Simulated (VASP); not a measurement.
# Al (Im-3m) in VASP: a series of runs

Runs on Al. Level: PBE. Tasks: single point, relaxation of cell and atoms.

All numbers are computed with VASP 6.6.1; they aren't measurements. Logs are shortened: lines on timing, memory, paths and dates and some standing lists are left out, and cuts for length are marked.

### 1 The cell of the first run

Symmetry: Im-3m, No. 229, cubic system. The conventional cell has a = 3.235 Å, b = 3.235 Å, c = 3.235 Å, α = 90.00°, β = 90.00°, γ = 90.00°. Al (site symmetry m-3m) has 14 Al at 2.80 to 3.24 Å within 3.7 Å.

### 2 Single point, PBE

Contents of INCAR:

```
PREC     = Accurate       # precision mode
ENCUT    = 520            # plane-wave cutoff, eV
EDIFF    = 1E-7           # SCF threshold, eV
ISMEAR   = 0              # smearing method
SIGMA    = 0.1            # smearing width, eV
LREAL    = F              # projectors in reciprocal space
LASPH    = T              # aspherical terms in the spheres
NELM     = 60             # most SCF steps
ALGO     = Normal         # electronic algorithm
ISIF     = 2              # what is computed and relaxed
LWAVE    = F              # write WAVECAR
LCHARG   = T              # write CHGCAR
GGA      = PE             # functional
LELF     = T              # ELF
LVHAR    = T            
NBANDS   = 8              # bands
```

Contents of KPOINTS:

```
regular mesh
0
Gamma
  18 18 18
```

Contents of POSCAR:

```
Al
1.0
   -1.6177007624      1.6177007624      1.6177007624
    1.6177007624     -1.6177007624      1.6177007624
    1.6177007624      1.6177007624     -1.6177007624
Al
1
Direct
    0.0000000000      0.0000000000      0.0000000000
```

Potentials or basis: VASP PAW PBE potentials, release 64 (Al).

Started as:

```bash
$ cat potpaw_PBE.64/Al/POTCAR > POTCAR
$ mpirun -np 1 vasp_std > vasp.out
```

OUTCAR:

```text
PREC = Accurate
   ENCUT = 520
   EDIFF = 1E-7
   ISMEAR = 0
   LREAL = F
   LASPH = T
   NELM = 60
   ISIF = 2
   GGA = PE

 ion  position               nearest neighbor table
   1  0.000  0.000  0.000-

  LATTYP: Found a body centered cubic cell.
 ALAT       =     3.2354015248

  Lattice vectors:

 A1 = (  -1.6177007624,   1.6177007624,   1.6177007624)
 A2 = (   1.6177007624,  -1.6177007624,   1.6177007624)
 A3 = (   1.6177007624,   1.6177007624,  -1.6177007624)

Analysis of symmetry for initial positions (statically):
=====================================================================
 Subroutine PRICEL returns:
 Original cell was already a primitive cell.

 Routine SETGRP: Setting up the symmetry group for a
 body centered cubic supercell.

 Subroutine GETGRP returns: Found 48 space group operations
 (whereof 48 operations were pure point group operations)
 out of a pool of 48 trial point group operations.

The static configuration has the point symmetry O_h .

Analysis of symmetry for dynamics (positions and initial velocities):
=====================================================================
 Subroutine PRICEL returns:
 Original cell was already a primitive cell.

 Routine SETGRP: Setting up the symmetry group for a
 body centered cubic supercell.

 Subroutine GETGRP returns: Found 48 space group operations
 (whereof 48 operations were pure point group operations)
 out of a pool of 48 trial point group operations.

The dynamic configuration has the point symmetry O_h .

 Subroutine INISYM returns: Found 48 space group operations
 (whereof 48 operations are pure point group operations),
 and found     1 'primitive' translations

----------------------------------------------------------------------------------------

                                     Primitive cell

  volume of cell :      16.9338

  direct lattice vectors                    reciprocal lattice vectors
    -1.617700762  1.617700762  1.617700762     0.000000000  0.309080648  0.309080648
     1.617700762 -1.617700762  1.617700762     0.309080648  0.000000000  0.309080648
     1.617700762  1.617700762 -1.617700762     0.309080648  0.309080648  0.000000000

  length of vectors
     2.801939912  2.801939912  2.801939912     0.437106044  0.437106044  0.437106044

  position of ions in fractional coordinates (direct lattice)
     0.000000000  0.000000000  0.000000000

  ion indices of the primitive-cell ions
   primitive index   ion index
                 1           1

----------------------------------------------------------------------------------------

 KPOINTS: regular mesh

Automatic generation of k-mesh.
 Grid dimensions read from file:
 generate k-points for:   18   18   18

 Generating k-lattice:

  Cartesian coordinates                     Fractional coordinates (reciprocal lattice)
     0.000000000  0.017171147  0.017171147     0.055555556  0.000000000  0.000000000
     0.017171147  0.000000000  0.017171147     0.000000000  0.055555556  0.000000000
     0.017171147  0.017171147  0.000000000     0.000000000  0.000000000  0.055555556

  Length of vectors
     0.024283669  0.024283669  0.024283669

  Shift w.r.t. Gamma in fractional coordinates (k-lattice)
     0.000000000  0.000000000  0.000000000

 Subroutine IBZKPT returns following result:
 ===========================================

 Found    195 irreducible k-points:

 Following reciprocal coordinates:
            Coordinates               Weight
  0.000000  0.000000  0.000000      1.000000
  0.055556  0.000000  0.000000     12.000000
  0.111111  0.000000  0.000000     12.000000
  0.166667  0.000000  0.000000     12.000000
  0.222222  0.000000  0.000000     12.000000
  0.277778  0.000000  0.000000     12.000000
[... 16 lines left out ...]
  0.333333  0.111111  0.000000     48.000000
  0.388889  0.111111 -0.000000     48.000000
 [... further k-points ...]
   k-points           NKPTS =    195   k-points in BZ     NKDIM =    195   number of bands    NBANDS=      8
   number of dos      NEDOS =    301   number of ions     NIONS =      1
   total plane-waves  NPLWV =  13824
   dimension x,y,z NGX =    24 NGY =   24 NGZ =   24
   dimension x,y,z NGXF=    48 NGYF=   48 NGZF=   48
   ions per type =               1
   NGX,Y,Z   is equivalent  to a cutoff of  14.24, 14.24, 14.24 a.u.
   NGXF,Y,Z  is equivalent  to a cutoff of  28.48, 28.48, 28.48 a.u.
 SYSTEM =  unknown system
   PREC   = accura    normal or accurate (medium, high low for compatibility)
   ISTART =      0    job   : 0-new  1-cont  2-samecut
   ICHARG =      2    charge: 1-file 2-atom 10-const
   ISPIN  =      1    spin polarized calculation?
   LNONCOLLINEAR =      F non collinear calculations
   LSORBIT =      F    spin-orbit coupling
   LASPH  =      T    aspherical Exc in radial PAW
   ENCUT  =  520.0 eV  38.22 Ry    6.18 a.u.   5.21  5.21  5.21*2*pi/ulx,y,z
   NELM   =     60;   NELMIN=  2; NELMDL= -5     # of ELM steps
   EDIFF  = 0.1E-06   stopping-criterion for ELM
   LREAL  =      F    real-space projection
   EDIFFG = 0.1E-05   stopping-criterion for IOM
   NSW    =      0    number of steps for IOM
   IBRION =     -1    ionic relax: 0-MD 1-quasi-New 2-CG
   NFREE  =      0    steps in history (QN), initial steepest desc. (CG)
   ISIF   =      2    stress and relaxation
   ISYM   =      2    0-nonsym 1-usesym 2-fastsym
   POTIM  = 0.5000    time-step for ionic-motion
   TEBEG  =    0.0;   TEEND  =   0.0 temperature during run
   PSTRESS=    0.0 pullay stress
   NELECT =       3.0000    total number of electrons
   NUPDOWN=      -1.0000    fix difference up-down
   EMIN   =  10.00;   EMAX   =-10.00  energy-range for DOS
   EFERMI =   0.00;   METHOD = LEGACY
   ISMEAR =     0;   SIGMA  =   0.10  broadening in eV -4-tet -1-fermi 0-gaus
   EFERMI_NEDOS =   21; number of points for ismear=-14 and -15
   IALGO  =     38    algorithm
   IMIX   =      4    mixing-type and parameters
     AMIX     =   0.40;   BMIX     =  1.00
     AMIX_MAG =   1.60;   BMIX_MAG =  1.00
  volume/ion in A,a.u.               =      16.93       114.27
  Fermi-wavevector in a.u.,A,eV,Ry     =   0.919455  1.737518 11.502327  0.845397
  Thomas-Fermi vector in A             =   2.044651
   LORBIT       =      0    0 simple, 1 ext, 2 COOP (PROOUT), +10 PAW based schemes
   GGA     = PE    functional components
   LHFCALC =     F    Hartree Fock is set to
   AEXX    =    0.0000 exact exchange contribution
   IVDW    =     0    specifies the selected vdW correction
   LEPSILON=     F    determine dielectric tensor
   LRPA    =     F    only Hartree local field effects (RPA)
 non-spin polarized calculation
 Gauss-broadening in eV      SIGMA  =   0.10
  energy-cutoff  :      520.00
  volume of cell :       16.93
 maximum number of plane-waves:       470
 NGX is ok and might be reduce to    24
   NGX = 11   NGY = 11   NGZ = 11

 number of electron       3.0000000 magnetization

 Free energy of the ion-electron system (eV)
  ---------------------------------------------------
  ext. energy  EPLUGINS =         0.00000000
  ---------------------------------------------------
  free energy    TOTEN  =        -3.65285153 eV

  energy without entropy =       -3.65127611  energy(sigma->0) =       -3.65206382

 E-fermi :   7.7409     XC(G=0): -10.1073

 val. band max:        7.6723046977   @ k =   0.2778   0.1111   0.1111
 cond. band min:       7.7486816125   @ k =   0.2778   0.1667   0.0556
 fundamental gap:      0.0763769148
 Fermi energy:         7.7409038549

 k-point     1 :       0.0000    0.0000    0.0000
  band No.  band energies     occupation
      1      -3.2193      2.00000
      2      20.8451      0.00000
      3      20.8451      0.00000
      4      20.8451      0.00000
      5      22.0588      0.00000
      6      22.0588      0.00000
      7      22.0588      0.00000
      8      23.8528      0.00000

 k-point     2 :       0.0556    0.0000    0.0000
  band No.  band energies     occupation
      1      -3.1319      2.00000
      2      19.6485      0.00000
      3      20.1024      0.00000
      4      20.4818      0.00000
      5      21.7217      0.00000
      6      22.5910      0.00000
      7      22.9474      0.00000
      8      23.0742      0.00000

 k-point     3 :       0.1111    0.0000    0.0000
  band No.  band energies     occupation
      1      -2.8703      2.00000
      2      17.5460      0.00000
      3      19.1004      0.00000
      4      19.6789      0.00000
      5      20.9666      0.00000
      6      22.1013      0.00000
      7      23.3338      0.00000
      8      23.9619      0.00000

 k-point     4 :       0.1667    0.0000    0.0000
  band No.  band energies     occupation
      1      -2.4351      2.00000
      2      15.2799      0.00000
      3      18.2020      0.00000
      4      18.7869      0.00000
      5      20.1334      0.00000
      6      21.3441      0.00000
      7      24.0068      0.00000
      8      24.2698      0.00000

 k-point     5 :       0.2222    0.0000    0.0000
  band No.  band energies     occupation
      1      -1.8281      2.00000
      2      13.0471      0.00000
      3      17.4370      0.00000
      4      17.9571      0.00000
      5      19.3665      0.00000
      6      20.6677      0.00000
      7      24.7328      0.00000
      8      24.7578      0.00000

 k-point     6 :       0.2778    0.0000    0.0000
  band No.  band energies     occupation
      1      -1.0513      2.00000
      2      10.9123      0.00000
      3      16.8108      0.00000
      4      17.2476      0.00000
      5      18.7158      0.00000
      6      20.0778      0.00000
      7      25.3350      0.00000
      8      25.6185      0.00000

 k-point     7 :       0.3333    0.0000    0.0000
  band No.  band energies     occupation
      1      -0.1073      2.00000
      2       8.9012      0.00000
      3      16.3244      0.00000
      4      16.6825      0.00000
      5      18.2005      0.00000
      6      19.5938      0.00000
      7      26.0621      0.00000
      8      26.5970      0.00000
[... 133 lines left out ...]
 k-point    20 :       0.1667    0.1111    0.0000
  band No.  band energies     occupation
      1      -1.5687      2.00000
      2      13.2545      0.00000
      3      14.6664      0.00000
      4      17.3724      0.00000
      5      20.7670      0.00000
      6      21.7863      0.00000
      7      23.9789      0.00000
      8      25.7458      0.00000

 k-point    21 :       0.2222    0.1111    0.0000
  band No.  band energies     occupation
      1      -0.7932      2.00000
      2      11.1389      0.00000
      3      13.9628      0.00000
      4      16.7245      0.00000
      5      20.1377      0.00000
      6      22.0018      0.00000
      7      23.9363      0.00000
      8      27.0968      0.00000

 k-point    22 :       0.2778    0.1111    0.0000
  band No.  band energies     occupation
      1       0.1491      2.00000
      2       9.1377      0.00000
      3      13.4140      0.00000
      4      16.2102      0.00000
      5      19.6259      0.00000
      6      21.9569      0.00000
      7      24.3605      0.00000
      8      28.2074      0.00000

 k-point    23 :       0.3333    0.1111    0.0000
  band No.  band energies     occupation
      1       1.2546      2.00000
      2       7.2702      2.00000
      3      13.0205      0.00000
      4      15.8387      0.00000
      5      19.2516      0.00000
      6      21.7876      0.00000
      7      25.1441      0.00000
      8      28.8430      0.00000

 k-point    24 :       0.3889    0.1111   -0.0000
  band No.  band energies     occupation
      1       2.5167      2.00000
      2       5.5491      2.00000
      3      12.7837      0.00000
      4      15.6144      0.00000
      5      19.0241      0.00000
      6      21.6472      0.00000
      7      26.1075      0.00000
      8      28.4774      0.00000

 [... further k-points ...]
[... 5 lines left out ...]
  --------------------------------------------------------------------------------------
  -------------------------------------------------------------------------------------
  Total       -0.0000390     -0.0000390     -0.0000390      0.0000000      0.0000000      0.0000000
  in kB       -0.0036920     -0.0036920     -0.0036920      0.0000000      0.0000000      0.0000000
  external PRESSURE =      -0.0036920 kB  Pullay stress =       0.0000000 kB

 VOLUME and BASIS-vectors are now :
 -----------------------------------------------------------------------------
  energy-cutoff  :      520.00
  volume of cell :       16.93
      direct lattice vectors                 reciprocal lattice vectors
    -1.617700762  1.617700762  1.617700762     0.000000000  0.309080648  0.309080648
     1.617700762 -1.617700762  1.617700762     0.309080648  0.000000000  0.309080648
     1.617700762  1.617700762 -1.617700762     0.309080648  0.309080648  0.000000000

 POSITION                                       TOTAL-FORCE (eV/Angst)
 -----------------------------------------------------------------------------------
      0.00000      0.00000      0.00000         0.000000      0.000000     -0.000000
 -----------------------------------------------------------------------------------
    total drift:                                0.000000     -0.000000     -0.000000

  FREE ENERGIE OF THE ION-ELECTRON SYSTEM (eV)
  ---------------------------------------------------
  free  energy   TOTEN  =        -3.6528515299 eV

  energy  without entropy=       -3.6512761051  energy(sigma->0) =       -3.65206382
```

Wall time 14 s (1 thread of Intel Xeon 6975P-C, shared host); peak memory 0.15 GiB.

What came out:

* Free energy: -3.6529 eV
* Pressure: 0.0 GPa

[end of part 1 of 2]
